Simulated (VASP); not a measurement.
# HgTe (Imm2) in VASP: a series of runs

Runs on HgTe. Level: PBEsol. Tasks: single point.

Everything below comes from runs of VASP 6.6.1. Logs are shortened: lines on timing, memory, paths and dates and some standing lists are left out, and cuts for length are marked.

### 1 The cell of the first run

The structure is orthorhombic, space group Imm2 (No. 44). Conventional cell: a = 4.519 Å, b = 4.599 Å, c = 6.447 Å, α = 90.00°, β = 90.00°, γ = 90.00°. Within 3.7 Å of Hg (site symmetry mm2) lie 4 Te at 2.78 to 2.81 Å. Within 3.7 Å of Te (site symmetry mm2) lie 4 Hg at 2.78 to 2.81 Å.

### 2 Single point, PBEsol (strain +0.0175 x Voigt [0, 0, 0, 0, 0, 1])

File INCAR:

```
ALGO = Normal
EDIFF = 1E-6
ENCUT = 520
GGA = PS
ISIF = 2
ISMEAR = 0
LASPH = T
LCHARG = T
LELF = T
LREAL = F
LVHAR = T
LWAVE = F
NBANDS = 16
NELM = 80
PREC = Accurate
SIGMA = 0.15
```

File KPOINTS:

```
k-points
0
Gamma
  14 14 14
```

File POSCAR:

```
HgTe
1.0
    0.0282056250      3.2235000000      3.2235000000
    3.2235000000      0.0282056250      3.2235000000
    3.2517056250      3.2517056250      0.0000000000
Hg Te
1 1
Direct
    0.0000000000      0.0000000000      0.0000000000
    0.7500000000      0.7500000000      0.7500000000
```

Potentials or basis: VASP PAW PBE potentials, release 64 (Hg, Te).

The run is started by

```console
$ cat potpaw_PBE.64/Hg/POTCAR potpaw_PBE.64/Te/POTCAR > POTCAR
$ mpirun -np 1 vasp_std > vasp.out
```

OUTCAR:

```text
EDIFF = 1E-6
   ENCUT = 520
   GGA = PS
   ISIF = 2
   ISMEAR = 0
   LASPH = T
   LREAL = F
   NELM = 80
   PREC = Accurate

 ion  position               nearest neighbor table
   1  0.000  0.000  0.000-   2 2.78   2 2.78   2 2.81   2 2.81
   2  0.750  0.750  0.750-   1 2.78   1 2.78   1 2.81   1 2.81

  LATTYP: Found a body centered orthorhombic cell.
 ALAT       =     4.5188286409
 B/A-ratio  =     1.0176544767
 C/A-ratio  =     1.4266971625

  Lattice vectors:

 A1 = (   3.2235000000,   0.0282056250,  -3.2235000000)
 A2 = (  -3.2235000000,  -0.0282056250,  -3.2235000000)
 A3 = (   0.0282056250,   3.2235000000,   3.2235000000)

Analysis of symmetry for initial positions (statically):
=====================================================================
 Subroutine PRICEL returns:
 Original cell was already a primitive cell.

 Routine SETGRP: Setting up the symmetry group for a
 body centered orthorhombic supercell.

 Subroutine GETGRP returns: Found  4 space group operations
 (whereof  4 operations were pure point group operations)
 out of a pool of  8 trial point group operations.

The static configuration has the point symmetry C_2v.

Analysis of symmetry for dynamics (positions and initial velocities):
=====================================================================
 Subroutine PRICEL returns:
 Original cell was already a primitive cell.

 Routine SETGRP: Setting up the symmetry group for a
 body centered orthorhombic supercell.

 Subroutine GETGRP returns: Found  4 space group operations
 (whereof  4 operations were pure point group operations)
 out of a pool of  8 trial point group operations.

The dynamic configuration has the point symmetry C_2v.

 Subroutine INISYM returns: Found  4 space group operations
 (whereof  4 operations are pure point group operations),
 and found     1 'primitive' translations

----------------------------------------------------------------------------------------

                                     Primitive cell

  volume of cell :      66.9853

  direct lattice vectors                    reciprocal lattice vectors
     0.028205625  3.223500000  3.223500000    -0.156480105  0.156480105  0.155110904
     3.223500000  0.028205625  3.223500000     0.156480105 -0.156480105  0.155110904
     3.251705625  3.251705625  0.000000000     0.153765457  0.153765457 -0.155110904

  length of vectors
     4.558804674  4.558804674  4.598606196     0.270243296  0.270243296  0.267108637

  position of ions in fractional coordinates (direct lattice)
[... 80 lines left out ...]
   LREAL  =      F    real-space projection
   EDIFFG = 0.1E-04   stopping-criterion for IOM
   NSW    =      0    number of steps for IOM
   IBRION =     -1    ionic relax: 0-MD 1-quasi-New 2-CG
   NFREE  =      0    steps in history (QN), initial steepest desc. (CG)
   ISIF   =      2    stress and relaxation
   ISYM   =      2    0-nonsym 1-usesym 2-fastsym
   POTIM  = 0.5000    time-step for ionic-motion
   TEBEG  =    0.0;   TEEND  =   0.0 temperature during run
   PSTRESS=    0.0 pullay stress
   NELECT =      18.0000    total number of electrons
   NUPDOWN=      -1.0000    fix difference up-down
   EMIN   =  10.00;   EMAX   =-10.00  energy-range for DOS
   EFERMI =   0.00;   METHOD = LEGACY
   ISMEAR =     0;   SIGMA  =   0.15  broadening in eV -4-tet -1-fermi 0-gaus
   EFERMI_NEDOS =   21; number of points for ismear=-14 and -15
   IALGO  =     38    algorithm
   IMIX   =      4    mixing-type and parameters
     AMIX     =   0.40;   BMIX     =  1.00
     AMIX_MAG =   1.60;   BMIX_MAG =  1.00
  volume/ion in A,a.u.               =      33.49       226.02
  Fermi-wavevector in a.u.,A,eV,Ry     =   1.056426  1.996356 15.184590  1.116036
  Thomas-Fermi vector in A             =   2.191661
   LORBIT       =      0    0 simple, 1 ext, 2 COOP (PROOUT), +10 PAW based schemes
   GGA     = PS    functional components
   LHFCALC =     F    Hartree Fock is set to
   AEXX    =    0.0000 exact exchange contribution
   IVDW    =     0    specifies the selected vdW correction
   LEPSILON=     F    determine dielectric tensor
   LRPA    =     F    only Hartree local field effects (RPA)
 non-spin polarized calculation
 Gauss-broadening in eV      SIGMA  =   0.15
  energy-cutoff  :      520.00
  volume of cell :       66.99
 maximum number of plane-waves:      1827
 NGX is ok and might be reduce to    36
   NGX = 17   NGY = 17   NGZ = 17

 number of electron      18.0000001 magnetization

 Free energy of the ion-electron system (eV)
  ---------------------------------------------------
  ext. energy  EPLUGINS =         0.00000000
  ---------------------------------------------------
  free energy    TOTEN  =        -4.36507808 eV

  energy without entropy =       -4.36485355  energy(sigma->0) =       -4.36496582

 E-fermi :   3.1719     XC(G=0):  -8.9743

 val. band max:        3.0654743920   @ k =   0.0000   0.0000   0.0000
 cond. band min:       3.3802865994   @ k =   0.0000   0.0000   0.0714
 fundamental gap:      0.3148122074
 Fermi energy:         3.1719484398

 k-point     1 :       0.0000    0.0000    0.0000
  band No.  band energies     occupation
      1      -9.0465      2.00000
      2      -4.3706      2.00000
      3      -4.3569      2.00000
      4      -4.3432      2.00000
      5      -3.8110      2.00000
      6      -3.8107      2.00000
[... 433 lines left out ...]
      3      -4.2213      2.00000
      4      -4.2114      2.00000
      5      -3.8333      2.00000
      6      -3.7889      2.00000
[... 8 lines left out ...]
     15      12.0603      0.00000
     16      12.4093      0.00000

 [... further k-points ...]

------------------------ aborting loop because EDIFF is reached ----------------------------------------

  FORCE on cell =-STRESS in cart. coord.  units (eV):
  Direction    XX          YY          ZZ          XY          YZ          ZX
  --------------------------------------------------------------------------------------
  -------------------------------------------------------------------------------------
  Total        0.6099591      0.6099591      0.6069656     -0.3105341      0.0000000      0.0000000
  in kB       14.5892020     14.5892020     14.5176026     -7.4274576      0.0000000      0.0000000
  external PRESSURE =      14.5653355 kB  Pullay stress =       0.0000000 kB

 VOLUME and BASIS-vectors are now :
 -----------------------------------------------------------------------------
  energy-cutoff  :      520.00
  volume of cell :       66.99
      direct lattice vectors                 reciprocal lattice vectors
     0.028205625  3.223500000  3.223500000    -0.156480105  0.156480105  0.155110904
     3.223500000  0.028205625  3.223500000     0.156480105 -0.156480105  0.155110904
     3.251705625  3.251705625  0.000000000     0.153765457  0.153765457 -0.155110904

 POSITION                                       TOTAL-FORCE (eV/Angst)
 -----------------------------------------------------------------------------------
      0.00000      0.00000      0.00000        -0.000000     -0.000000     -0.105906
      4.87756      4.87756      4.83525         0.000000      0.000000      0.105906
 -----------------------------------------------------------------------------------
    total drift:                                0.000000      0.000000      0.000280

  FREE ENERGIE OF THE ION-ELECTRON SYSTEM (eV)
  ---------------------------------------------------
  free  energy   TOTEN  =        -4.3650780816 eV

  energy  without entropy=       -4.3648535501  energy(sigma->0) =       -4.36496582
```

It took 3 min on 1 thread of Intel Xeon 6975P-C (Granite Rapids), shared host; peak memory 0.58 GiB.

Results:

```yaml
Free_energy: -4.3651 eV
Pressure: 1.5 GPa
Largest_force: 0.106 eV/Å
```

Forces in eV/Å, atoms in the order of the input:
```
Hg   0.000  0.000 -0.106
Te   0.000  0.000  0.106
```

Caveat: the cell differs from its parent crystal (strain +0.0175 x Voigt [0, 0, 0, 0, 0, 1]); the PAW data sets were made with another functional, which shifts forces and pressure a little; spin-orbit coupling is left out, which moves the levels of the heavy elements.

### 3 Single point, PBEsol (strain +0.0125 x Voigt [0, 0, 0, 0, 0, 1])

File INCAR:

```
SYSTEM = HgTe
PREC = Accurate
ENCUT = 520
EDIFF = 1E-6
ISMEAR = 0
SIGMA = 0.15
LREAL = .FALSE.
LASPH = .TRUE.
NELM = 60
ALGO = Normal
ISIF = 2
LWAVE = .FALSE.
LCHARG = .FALSE.
GGA = PS
NBANDS = 16
```

File KPOINTS:

```
Automatic mesh
0
G
  14 14 14
  0 0 0
```

File POSCAR:

```
HgTe
1.0
    0.0201468750      3.2235000000      3.2235000000
    3.2235000000      0.0201468750      3.2235000000
    3.2436468750      3.2436468750      0.0000000000
Hg Te
1 1
Direct
    0.0000000000      0.0000000000      0.0000000000
    0.7500000000      0.7500000000      0.7500000000
```

Potentials or basis: VASP PAW PBE potentials, release 64 (Hg, Te).

The run is started by

```console
$ cat potpaw_PBE.64/Hg/POTCAR potpaw_PBE.64/Te/POTCAR > POTCAR
$ mpirun -np 1 vasp_std > vasp.out
```

Run time: 2.9 min. Hardware: 1 thread of Intel Xeon 6975P-C (Granite Rapids), shared host; peak memory 0.58 GiB.

It converged, with:

```yaml
Free_energy: -4.3664 eV
Pressure: 1.4 GPa
Largest_force: 0.076 eV/Å
```

Forces on the atoms (eV/Å):
```
Hg   0.000  0.000 -0.076
Te   0.000  0.000  0.076
```

Stress tensor (GPa, compression positive):
```
 1.45 -0.53  0.00
-0.53  1.45  0.00
 0.00  0.00  1.44
```

Levels at points of the mesh, in eV from the Fermi level:
| k point | band 6 | band 7 | band 8 | band 9 | band 10 | band 11 | band 12 | band 13 |
| --- | --- | --- | --- | --- | --- | --- | --- | --- |
| (0.00, 0.00, 0.00) | -6.98 | -0.92 | -0.15 | -0.13 | -0.11 | 3.96 | 4.03 | 4.10 |
| (0.50, 0.00, 0.00) | -6.67 | -5.73 | -1.17 | -1.17 | 0.47 | 4.79 | 4.85 | 6.59 |
| (0.50, 0.50, 0.00) | -6.52 | -5.65 | -2.52 | -2.41 | 1.70 | 2.23 | 8.00 | 8.71 |
| (0.00, 0.00, 0.50) | -6.68 | -5.72 | -1.13 | -1.12 | 0.53 | 4.82 | 4.89 | 6.59 |
| (0.50, 0.00, 0.50) | -6.52 | -5.65 | -2.46 | -2.46 | 1.70 | 2.22 | 7.98 | 8.71 |

Caveat: the cell differs from its parent crystal (strain +0.0125 x Voigt [0, 0, 0, 0, 0, 1]); the PAW data sets were made with another functional, which shifts forces and pressure a little; spin-orbit coupling is left out, which moves the levels of the heavy elements.

### 4 Single point, PBEsol (strain +0.0075 x Voigt [0, 0, 0, 0, 0, 1])

File INCAR:

```
SYSTEM = HgTe
ALGO = Normal
EDIFF = 1E-7
ENCUT = 520
GGA = PS
ISIF = 2
ISMEAR = 0
LASPH = .TRUE.
LCHARG = .FALSE.
LREAL = .FALSE.
LWAVE = .FALSE.
NBANDS = 16
NELM = 80
PREC = Accurate
SIGMA = 0.15
```

File KPOINTS:

```
k-points
0
G
  14 14 14
  0 0 0
```

File POSCAR:

```
HgTe
1.0
    0.0120881250      3.2235000000      3.2235000000
    3.2235000000      0.0120881250      3.2235000000
    3.2355881250      3.2355881250      0.0000000000
Hg Te
1 1
Direct
    0.0000000000      0.0000000000      0.0000000000
    0.7500000000      0.7500000000      0.7500000000
```

The run is started by

```console
$ cat potpaw_PBE.64/Hg/POTCAR potpaw_PBE.64/Te/POTCAR > POTCAR
$ mpirun -np 1 vasp_std > vasp.out
```

Run time: 3.2 min. Hardware: 1 thread of Intel Xeon 6975P-C (Granite Rapids), shared host; peak memory 0.58 GiB.

It converged, with:

```
Free energy   : -4.3673 eV
Pressure      : 1.4 GPa
Largest force : 0.045 eV/Å
```

Forces in eV/Å, atoms in the order of the input:
```
Hg   0.000  0.000 -0.045
Te   0.000  0.000  0.045
```

Stress tensor (GPa, compression positive):
```
 1.44 -0.32  0.00
-0.32  1.44  0.00
 0.00  0.00  1.44
```

Levels at points of the mesh, in eV from the Fermi level:
```tsv
k point	band 7	band 8	band 9	band 10	band 11	band 12
(0.00, 0.00, 0.00)	-0.92	-0.14	-0.13	-0.12	3.99	4.03
(0.50, 0.00, 0.00)	-5.73	-1.16	-1.16	0.49	4.81	4.85
(0.50, 0.50, 0.00)	-5.65	-2.49	-2.43	1.70	2.23	8.00
(0.00, 0.00, 0.50)	-5.72	-1.13	-1.13	0.52	4.83	4.87
(0.50, 0.00, 0.50)	-5.65	-2.46	-2.46	1.70	2.23	7.99
```

Caveat: the cell differs from its parent crystal (strain +0.0075 x Voigt [0, 0, 0, 0, 0, 1]); the PAW data sets were made with another functional, which shifts forces and pressure a little; spin-orbit coupling is left out, which moves the levels of the heavy elements.

### 5 Single point, PBEsol (strain +0.0025 x Voigt [0, 0, 0, 0, 0, 1])

File INCAR:

```
SYSTEM = HgTe
ALGO     = Normal         ! electronic algorithm
EDIFF    = 1E-6           ! SCF threshold, eV
ENCUT    = 520            ! plane-wave cutoff, eV
GGA      = PS             ! functional
ISIF     = 2              ! what is computed and relaxed
ISMEAR   = 0              ! smearing method
LASPH    = .TRUE.         ! aspherical terms in the spheres
LCHARG   = .TRUE.         ! write CHGCAR
LELF     = .TRUE.         ! ELF
LREAL    = .FALSE.        ! projectors in reciprocal space
LVHAR    = .TRUE.       
LWAVE    = .FALSE.        ! write WAVECAR
NBANDS   = 16             ! bands
NELM     = 100            ! most SCF steps
PREC     = Accurate       ! precision mode
SIGMA    = 0.15           ! smearing width, eV
```

KPOINTS is that of step 4.

File POSCAR:

```
HgTe
1.0
    0.0040293750      3.2235000000      3.2235000000
    3.2235000000      0.0040293750      3.2235000000
    3.2275293750      3.2275293750      0.0000000000
Hg Te
1 1
Direct
    0.0000000000      0.0000000000      0.0000000000
    0.7500000000      0.7500000000      0.7500000000
```

The run is started by

```console
$ cat potpaw_PBE.64/Hg/POTCAR potpaw_PBE.64/Te/POTCAR > POTCAR
$ mpirun -np 1 vasp_std > vasp.out
```

Wall time 3 min (1 thread of Intel Xeon 6975P-C (Granite Rapids), shared host); peak memory 0.58 GiB.

The run converged. Its results:

| Item | Value |
| --- | --- |
| Free energy | -4.3678 eV |
| Pressure | 1.4 GPa |
| Largest force | 0.015 eV/Å |

Forces on the atoms (eV/Å):
```
Hg   0.000  0.000 -0.015
Te   0.000  0.000  0.015
```

Stress tensor (GPa, compression positive):
```
 1.43 -0.11  0.00
-0.11  1.43  0.00
 0.00  0.00  1.43
```

Levels at points of the mesh, in eV from the Fermi level:
```csv
k point,band 6,band 7,band 8,band 9,band 10,band 11,band 12,band 13
"(0.00, 0.00, 0.00)",-6.98,-0.92,-0.14,-0.13,-0.13,4.02,4.03,4.05
"(0.50, 0.00, 0.00)",-6.67,-5.72,-1.15,-1.15,0.50,4.83,4.84,6.59
"(0.50, 0.50, 0.00)",-6.52,-5.64,-2.47,-2.45,1.70,2.23,8.00,8.72
"(0.00, 0.00, 0.50)",-6.67,-5.72,-1.14,-1.14,0.51,4.84,4.85,6.59
"(0.50, 0.00, 0.50)",-6.52,-5.64,-2.46,-2.46,1.71,2.23,8.00,8.72
```

Caveat: the cell differs from its parent crystal (strain +0.0025 x Voigt [0, 0, 0, 0, 0, 1]); the PAW data sets were made with another functional, which shifts forces and pressure a little; spin-orbit coupling is left out, which moves the levels of the heavy elements.

### 6 The runs side by side

```tsv
cell	pressure (GPa)	largest force (eV/Å)
a = 4.559, b = 4.559, c = 4.599 Å, angles 59.7, 59.7, 59.4°, 2 atoms	1.5	0.11
a = 4.559, b = 4.559, c = 4.587 Å, angles 59.8, 59.8, 59.6°, 2 atoms	1.4	0.08
a = 4.559, b = 4.559, c = 4.576 Å, angles 59.9, 59.9, 59.8°, 2 atoms	1.4	0.05
a = 4.559, b = 4.559, c = 4.564 Å, angles 60.0°, 2 atoms	1.4	0.02
```

Alike in all rows: task single point; level PBEsol; potentials or basis VASP PAW PBE potentials, release 64 (Hg, Te); no spin polarisation; k mesh 14 × 14 × 14; cutoff (eV) 520; smearing gaussian 0.15 eV.

Caveats: the PAW data sets were made with another functional, which shifts forces and pressure a little; spin-orbit coupling is left out, which moves the levels of the heavy elements.

Absolute energies hang on the potentials; compare differences alone.
